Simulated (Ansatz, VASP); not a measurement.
**PbAuCl3: VASP beside Ansatz**

The input INCAR:

```
ALGO = Normal ; EDIFF = 1E-6
EDIFFG = -0.04 ; ENCUT = 600
GGA = PE ; IBRION = 2
ISIF = 3 ; ISMEAR = 0
LASPH = T ; LCHARG = F
LREAL = F ; LWAVE = F
NELM = 80 ; NSW = 90
PREC = Accurate ; SIGMA = 0.1
```

File KPOINTS:

```
k-points
0
Gamma
  6 6 4
```

The input POSCAR:

```
PbAuCl3
1.0
    4.9854505200      0.0000000000      0.0000000000
   -2.4927252600      4.3175268000      0.0000000000
    0.0000000000      0.0000000000      6.1752583000
Pb Au Cl
1 1 3
Direct
    0.0000000000      0.0000000000      0.5000000000
    0.0000000000      0.0000000000      0.0000000000
    0.5000000000      0.0000000000      0.0000000000
    0.0000000000      0.5000000000      0.0000000000
    0.5000000000      0.5000000000      0.0000000000
```

Input for Ansatz:

```yaml
crystal:
  lattice:
    - [4.98545052, 0.0, 0.0]
    - [-2.49272526, 4.3175268, 0.0]
    - [0.0, 0.0, 6.1752583]
  atoms:
    - { symbol: Pb, position: [0.0, 0.0, 0.5] }
    - { symbol: Au, position: [0.0, 0.0, 0.0] }
    - { symbol: Cl, position: [0.5, 0.0, 0.0] }
    - { symbol: Cl, position: [0.0, 0.5, 0.0] }
    - { symbol: Cl, position: [0.5, 0.5, 0.0] }
basis:
  ecutwfc: 420
kpoints:
  mp_grid: { grid: [6, 6, 4] }
hamiltonian:
  xc: pbe
scf:
  occupations: { method: gaussian, width: 0.1 }
  lower_state_search: "off"
output:
  forces: true
  stress: true
  eigenvalues: true
relax:
  adjacent_minimum: "off"
  f_tol: 0.04
  max_steps: 70
  cell: { stress_tol: 0.4 }
```

Alike in both runs: task relaxation of cell and atoms; functional PBE; k mesh 6 × 6 × 4; occupations gaussian, width 0.1 eV; no spin polarisation.

```csv
,VASP,Ansatz
version,VASP 6.6.1,Ansatz 0.2.0
potentials or method,"VASP PAW PBE potentials, release 64 (Pb_d, Au, Cl), cutoff 600 eV","scalar-relativistic, plane waves, PAW"
valence electrons in the cell,46,54
```

```tsv
	VASP	Ansatz	Ansatz less VASP
gap on the k mesh at the Fermi level, each at its own relaxed structure (eV)	none	none	-
relaxed volume (Å³/atom)	34.07	33.63	-0.440
relaxed length of the cell vector where the two differ most in proportion (Å)	6.065	6.033	-0.0323
```

A gap of «none» marks a metal or a gap that the smearing closes. VASP's potentials hold 46 valence electrons a cell and Ansatz's 54, so a difference there can come from the potentials and not from the codes.

Neither program's run includes spin-orbit coupling. Noted on VASP's run: the volume moved by over 15 % at a fixed basis, so the end points are rough.
